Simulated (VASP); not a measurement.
Ta2Si4B, 7 atoms in the cell. Symmetry: P4/mmm, No. 123, tetragonal system. Conventional cell: a = 5.810 Å, b = 5.810 Å, c = 3.379 Å, α = 90.00°, β = 90.00°, γ = 90.00°. Ta (site symmetry mmm) has 8 Si at 2.66 Å and 4 B at 3.36 Å and 2 Ta at 3.38 Å within 3.5 Å. Within 2.5 Å of Si (site symmetry m2m) lie 1 B at 1.92 Å. B (site symmetry 4/mmm) has 4 Si at 1.92 Å within 2.5 Å. 

* Program: VASP 6.6.1
* Task: relaxation of cell and atoms
* Functional: PBE
* Potentials or basis: VASP PAW PBE potentials, release 64 (Ta_sv_GW, Si, B)
* Cutoff: 560 eV
* k mesh: 4 × 4 × 6
* Occupations: gaussian, width 0.1 eV
* Spin: no spin polarisation
* Dipole correction: no
* Further INCAR settings: ALGO = Normal; EDIFF = 1e-07; IBRION = 2; EDIFFG = -0.04; NSW = 90; ISIF = 3

Potentials or basis: VASP PAW PBE potentials, release 64 (Ta_sv_GW, Si, B).

Run with:

```console
$ cat potpaw_PBE.64/Ta_sv_GW/POTCAR potpaw_PBE.64/Si/POTCAR potpaw_PBE.64/B/POTCAR > POTCAR
$ mpirun -np 1 vasp_std > vasp.out
```

Hardware: 1 thread of Intel(R) Xeon(R) Platinum 8259CL CPU @ 2.50GHz (Skylake/Cascade Lake), with other jobs on the host.

Task: How long does it take, and how much memory?

Result: Run time: 8.9 min on 1 thread of Intel(R) Xeon(R) Platinum 8259CL CPU @ 2.50GHz (Skylake/Cascade Lake), on a shared host, peak memory 0.31 GiB. Counts: scf iterations 102, k points 24, ion steps 8.
